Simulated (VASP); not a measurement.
# Be (Im-3m) in VASP: a series of runs, part 3 of 3

VASP 6.6.1. The steps go on from the part before.

## (6) Single point, PBE

This run uses another cell than the first one, of 8.42 Å³/atom, 1.126 times its volume.

INCAR reads:

```
SYSTEM = Be
PREC = Accurate ; ENCUT = 520
EDIFF = 1E-6 ; ISMEAR = -1
SIGMA = 0.1 ; LREAL = .False.
LASPH = .True. ; NELM = 100
ALGO = Normal ; ISIF = 2
LWAVE = .False. ; LCHARG = .True.
GGA = PE ; LELF = .True.
LVHAR = .True. ; NBANDS = 7
```

KPOINTS reads:

```
regular mesh
0
Gamma
  13 13 13
  0 0 0
```

POSCAR reads:

```
Be
1.0
   -1.2816821105      1.2816821105      1.2816821105
    1.2816821105     -1.2816821105      1.2816821105
    1.2816821105      1.2816821105     -1.2816821105
Be
1
Direct
    0.0000000000      0.0000000000      0.0000000000
```

Potentials or basis: VASP PAW PBE potentials, release 64 (Be).

Started as:

```bash
cat potpaw_PBE.64/Be/POTCAR > POTCAR
mpirun -np 1 vasp_std > vasp.out
```

OUTCAR:

```text
SYSTEM = Be
   PREC = Accurate
   ENCUT = 520
   EDIFF = 1E-6
   ISMEAR = -1
   LREAL = .False.
   LASPH = .True.
   NELM = 100
   ISIF = 2
   GGA = PE

 ion  position               nearest neighbor table
   1  0.000  0.000  0.000-

  LATTYP: Found a body centered cubic cell.
 ALAT       =     2.5633642210

  Lattice vectors:

 A1 = (  -1.2816821105,   1.2816821105,   1.2816821105)
 A2 = (   1.2816821105,  -1.2816821105,   1.2816821105)
 A3 = (   1.2816821105,   1.2816821105,  -1.2816821105)

Analysis of symmetry for initial positions (statically):
=====================================================================
 Subroutine PRICEL returns:
 Original cell was already a primitive cell.

 Routine SETGRP: Setting up the symmetry group for a
 body centered cubic supercell.

 Subroutine GETGRP returns: Found 48 space group operations
 (whereof 48 operations were pure point group operations)
 out of a pool of 48 trial point group operations.

The static configuration has the point symmetry O_h .

Analysis of symmetry for dynamics (positions and initial velocities):
=====================================================================
 Subroutine PRICEL returns:
 Original cell was already a primitive cell.

 Routine SETGRP: Setting up the symmetry group for a
 body centered cubic supercell.

 Subroutine GETGRP returns: Found 48 space group operations
 (whereof 48 operations were pure point group operations)
 out of a pool of 48 trial point group operations.

The dynamic configuration has the point symmetry O_h .

 Subroutine INISYM returns: Found 48 space group operations
 (whereof 48 operations are pure point group operations),
 and found     1 'primitive' translations

----------------------------------------------------------------------------------------

                                     Primitive cell

  volume of cell :       8.4217

  direct lattice vectors                    reciprocal lattice vectors
    -1.281682111  1.281682111  1.281682111     0.000000000  0.390112334  0.390112334
     1.281682111 -1.281682111  1.281682111     0.390112334  0.000000000  0.390112334
     1.281682111  1.281682111 -1.281682111     0.390112334  0.390112334  0.000000000

  length of vectors
     2.219938535  2.219938535  2.219938535     0.551702154  0.551702154  0.551702154

  position of ions in fractional coordinates (direct lattice)
     0.000000000  0.000000000  0.000000000

  ion indices of the primitive-cell ions
   primitive index   ion index
                 1           1

----------------------------------------------------------------------------------------

 KPOINTS: regular mesh

Automatic generation of k-mesh.
 Grid dimensions read from file:
 generate k-points for:   13   13   13

 Generating k-lattice:

  Cartesian coordinates                     Fractional coordinates (reciprocal lattice)
     0.000000000  0.030008641  0.030008641     0.076923077  0.000000000  0.000000000
     0.030008641  0.000000000  0.030008641     0.000000000  0.076923077  0.000000000
     0.030008641  0.030008641  0.000000000     0.000000000  0.000000000  0.076923077

  Length of vectors
     0.042438627  0.042438627  0.042438627

  Shift w.r.t. Gamma in fractional coordinates (k-lattice)
     0.000000000  0.000000000  0.000000000

 Subroutine IBZKPT returns following result:
 ===========================================

 Found     84 irreducible k-points:

 Following reciprocal coordinates:
            Coordinates               Weight
  0.000000  0.000000  0.000000      1.000000
  0.076923  0.000000  0.000000     12.000000
  0.153846  0.000000  0.000000     12.000000
  0.230769  0.000000  0.000000     12.000000
  0.307692  0.000000  0.000000     12.000000
  0.384615  0.000000  0.000000     12.000000
[... 16 lines left out ...]
  0.153846  0.076923  0.076923     24.000000
  0.230769  0.076923  0.076923     24.000000
 [... further k-points ...]
   k-points           NKPTS =     84   k-points in BZ     NKDIM =     84   number of bands    NBANDS=      7
   number of dos      NEDOS =    301   number of ions     NIONS =      1
   total plane-waves  NPLWV =   5832
   dimension x,y,z NGX =    18 NGY =   18 NGZ =   18
   dimension x,y,z NGXF=    36 NGYF=   36 NGZF=   36
   ions per type =               1
   NGX,Y,Z   is equivalent  to a cutoff of  13.48, 13.48, 13.48 a.u.
   NGXF,Y,Z  is equivalent  to a cutoff of  26.96, 26.96, 26.96 a.u.
 SYSTEM =  Be
   PREC   = accura    normal or accurate (medium, high low for compatibility)
   ISTART =      0    job   : 0-new  1-cont  2-samecut
   ICHARG =      2    charge: 1-file 2-atom 10-const
   ISPIN  =      1    spin polarized calculation?
   LNONCOLLINEAR =      F non collinear calculations
   LSORBIT =      F    spin-orbit coupling
   LASPH  =      T    aspherical Exc in radial PAW
   ENCUT  =  520.0 eV  38.22 Ry    6.18 a.u.   4.13  4.13  4.13*2*pi/ulx,y,z
   NELM   =    100;   NELMIN=  2; NELMDL= -5     # of ELM steps
   EDIFF  = 0.1E-05   stopping-criterion for ELM
   LREAL  =      F    real-space projection
   EDIFFG = 0.1E-04   stopping-criterion for IOM
   NSW    =      0    number of steps for IOM
   IBRION =     -1    ionic relax: 0-MD 1-quasi-New 2-CG
   NFREE  =      0    steps in history (QN), initial steepest desc. (CG)
   ISIF   =      2    stress and relaxation
   ISYM   =      2    0-nonsym 1-usesym 2-fastsym
   POTIM  = 0.5000    time-step for ionic-motion
   TEBEG  =    0.0;   TEEND  =   0.0 temperature during run
   PSTRESS=    0.0 pullay stress
   NELECT =       2.0000    total number of electrons
   NUPDOWN=      -1.0000    fix difference up-down
   EMIN   =  10.00;   EMAX   =-10.00  energy-range for DOS
   EFERMI =   0.00;   METHOD = LEGACY
   ISMEAR =    -1;   SIGMA  =   0.10  broadening in eV -4-tet -1-fermi 0-gaus
   EFERMI_NEDOS =   21; number of points for ismear=-14 and -15
   IALGO  =     38    algorithm
   IMIX   =      4    mixing-type and parameters
     AMIX     =   0.40;   BMIX     =  1.00
     AMIX_MAG =   1.60;   BMIX_MAG =  1.00
  volume/ion in A,a.u.               =       8.42        56.83
  Fermi-wavevector in a.u.,A,eV,Ry     =   1.013797  1.915799 13.983866  1.027785
  Thomas-Fermi vector in A             =   2.146987
   LORBIT       =      0    0 simple, 1 ext, 2 COOP (PROOUT), +10 PAW based schemes
   GGA     = PE    functional components
   LHFCALC =     F    Hartree Fock is set to
   AEXX    =    0.0000 exact exchange contribution
   IVDW    =     0    specifies the selected vdW correction
   LEPSILON=     F    determine dielectric tensor
   LRPA    =     F    only Hartree local field effects (RPA)
 non-spin polarized calculation
  energy-cutoff  :      520.00
  volume of cell :        8.42
 maximum number of plane-waves:       236
 NGX is ok and might be reduce to    18
   NGX =  9   NGY =  9   NGZ =  9

 number of electron       2.0000000 magnetization

 Free energy of the ion-electron system (eV)
  ---------------------------------------------------
  ext. energy  EPLUGINS =         0.00000000
  ---------------------------------------------------
  free energy    TOTEN  =        -3.65629224 eV

  energy without entropy =       -3.65067951  energy(sigma->0) =       -3.65348588

 E-fermi :   7.3406     XC(G=0): -10.4069

 val. band max:        7.2894605052   @ k =   0.3077   0.3077   0.0000
 cond. band min:       7.4986396099   @ k =   0.3846   0.2308   0.0000
 fundamental gap:      0.2091791047
 Fermi energy:         7.3405883613

 k-point     1 :       0.0000    0.0000    0.0000
  band No.  band energies     occupation
      1      -4.4873      2.00000
      2      25.6361      0.00000
      3      25.6361      0.00000
      4      25.6361      0.00000
      5      36.7437      0.00000
      6      36.7437      0.00000
      7      36.7437      0.00000
[... 221 lines left out ...]
 k-point    24 :       0.2308    0.0769    0.0769
  band No.  band energies     occupation
      1      -0.8573      2.00000
      2      14.2213      0.00000
      3      19.2439      0.00000
      4      19.3553      0.00000
      5      32.1684      0.00000
      6      33.2298      0.00000
      7      39.8773      0.00000

 [... further k-points ...]

------------------------ aborting loop because EDIFF is reached ----------------------------------------

  FORCE on cell =-STRESS in cart. coord.  units (eV):
  Direction    XX          YY          ZZ          XY          YZ          ZX
  --------------------------------------------------------------------------------------
  -------------------------------------------------------------------------------------
  Total       -0.4151105     -0.4151105     -0.4151105     -0.0000000     -0.0000000      0.0000000
  in kB      -78.9720312    -78.9720312    -78.9720312     -0.0000000     -0.0000000      0.0000000
  external PRESSURE =     -78.9720312 kB  Pullay stress =       0.0000000 kB

 VOLUME and BASIS-vectors are now :
 -----------------------------------------------------------------------------
  energy-cutoff  :      520.00
  volume of cell :        8.42
      direct lattice vectors                 reciprocal lattice vectors
    -1.281682111  1.281682111  1.281682111     0.000000000  0.390112334  0.390112334
     1.281682111 -1.281682111  1.281682111     0.390112334  0.000000000  0.390112334
     1.281682111  1.281682111 -1.281682111     0.390112334  0.390112334  0.000000000

 POSITION                                       TOTAL-FORCE (eV/Angst)
 -----------------------------------------------------------------------------------
      0.00000      0.00000      0.00000         0.000000      0.000000      0.000000
 -----------------------------------------------------------------------------------
    total drift:                                0.000000     -0.000000     -0.000000

  FREE ENERGIE OF THE ION-ELECTRON SYSTEM (eV)
  ---------------------------------------------------
  free  energy   TOTEN  =        -3.6562922437 eV

  energy  without entropy=       -3.6506795082  energy(sigma->0) =       -3.65348588
```

OSZICAR:

```text
N       E                     dE             d eps       ncg     rms          rms(c)
DAV:   1    -0.244522842355E+01   -0.24452E+01   -0.11661E+03  1225   0.237E+02
DAV:   2    -0.367867613792E+01   -0.12334E+01   -0.12000E+01  1687   0.253E+01
DAV:   3    -0.368065805394E+01   -0.19819E-02   -0.19814E-02  1295   0.915E-01
DAV:   4    -0.368065845646E+01   -0.40252E-06   -0.40217E-06  1799   0.140E-02
DAV:   5    -0.368065845538E+01    0.10773E-08   -0.70496E-10  1337   0.726E-05    0.733E-01
DAV:   6    -0.366348860494E+01    0.17170E-01   -0.16085E-03  1295   0.374E-01    0.449E-01
DAV:   7    -0.365632113897E+01    0.71675E-02   -0.16789E-03  1239   0.398E-01    0.206E-02
DAV:   8    -0.365629189039E+01    0.29249E-04   -0.93332E-06  1316   0.270E-02    0.554E-03
DAV:   9    -0.365629224365E+01   -0.35326E-06   -0.77983E-07  1358   0.627E-03
   1 F= -.36562922E+01 E0= -.36534859E+01  d E =-.561274E-02
```

stdout:

```text
POSCAR found type information on POSCAR Be
 POSCAR found :  1 types and       1 ions
 scaLAPACK will be used
 LDA part: xc-table for (Slater+PW92), standard interpolation
 POSCAR, INCAR and KPOINTS ok, starting setup
 FFT: planning ... GRIDC
 FFT: planning ... GRID_SOFT
 FFT: planning ... GRID
 WAVECAR not read
 entering main loop
```

Wall time 4.1 s (1 thread of AMD EPYC 7R43 (Zen 3), shared host); peak memory 0.07 GiB.

What came out:

| Property | Result |
| --- | --- |
| Free energy | -3.6563 eV |
| Pressure | -7.9 GPa |
| Band gap on the k mesh | zero (band 1 reaches 10.01 eV, above the bottom of band 2 at 6.27 eV) |

## (7) Summary

```csv
cell,gap on the mesh (eV),pressure (GPa)
"a = 2.134 Å, angles 109.5°, 1 atom",none,6.1
"a = 2.156 Å, angles 109.5°, 1 atom",none,1.9
"a = 2.178 Å, angles 109.5°, 1 atom",none,-1.8
"a = 2.199 Å, angles 109.5°, 1 atom",none,-5.1
"a = 2.220 Å, angles 109.5°, 1 atom",none,-7.9
```

Alike in all rows: task single point; level PBE; potentials or basis VASP PAW PBE potentials, release 64 (Be); no spin polarisation; k mesh 13 × 13 × 13; cutoff (eV) 520; smearing fermi-dirac 0.1 eV.

Absolute energies hang on the potentials; compare differences alone.
